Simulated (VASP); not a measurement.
A run of VASP 6.6.1:

POSCAR

```
AgO2
1.0
    0.0000000000      2.5102001452      2.5102001452
    2.5102001452      0.0000000000      2.5102001452
    2.5102001452      2.5102001452      0.0000000000
Ag O
1 2
Direct
    0.0000000000      0.0000000000      0.0000000000
    0.2500000000      0.2500000000      0.2500000000
    0.7500000000      0.7500000000      0.7500000000
```

INCAR.step1

```
SYSTEM = AgO2
PREC     = Accurate       ! precision mode
ENCUT    = 520            ! plane-wave cutoff, eV
ISMEAR   = -1             ! smearing method
SIGMA    = 0.1            ! smearing width, eV
LREAL    = .False.        ! projectors in reciprocal space
LASPH    = .True.         ! aspherical terms in the spheres
NELM     = 60             ! most SCF steps
NBANDS   = 18             ! bands
GGA      = PE             ! functional
ALGO     = Normal         ! electronic algorithm
EDIFF    = 1E-4           ! SCF threshold, eV
LWAVE    = .True.         ! write WAVECAR
LCHARG   = .False.        ! write CHGCAR
```

The input INCAR.step2:

```
SYSTEM = AgO2
PREC     = Accurate       ! precision mode
ENCUT    = 520            ! plane-wave cutoff, eV
EDIFF    = 1E-6           ! SCF threshold, eV
ISMEAR   = -1             ! smearing method
SIGMA    = 0.1            ! smearing width, eV
LREAL    = .False.        ! projectors in reciprocal space
LASPH    = .True.         ! aspherical terms in the spheres
NELM     = 60             ! most SCF steps
ALGO     = Normal         ! electronic algorithm
ISIF     = 2              ! what is computed and relaxed
LWAVE    = .False.        ! write WAVECAR
LCHARG   = .True.         ! write CHGCAR
METAGGA  = R2SCAN         ! meta-GGA
LMIXTAU  = .True.       
LELF     = .True.         ! ELF
LVHAR    = .True.       
NBANDS   = 18             ! bands
ISTART   = 1
```

KPOINTS

```
regular mesh
0
Gamma
  11 11 11
  0 0 0
```

Potentials or basis: VASP PAW PBE potentials, release 64 (Ag, O).

Launch:

```bash
$ cat potpaw_PBE.64/Ag/POTCAR potpaw_PBE.64/O/POTCAR > POTCAR
$ cp INCAR.step1 INCAR
$ mpirun -np 1 vasp_std > vasp.out
$ cp INCAR.step2 INCAR
$ mpirun -np 1 vasp_std > vasp.out
```

Hardware: 1 thread of Intel Xeon 8259CL, on a shared host.

Q: How long does it take, and how much memory?

A: It took 3.4 min on 1 thread of Intel Xeon 8259CL (shared host), peak memory 0.19 GiB. Counts: k points 56.
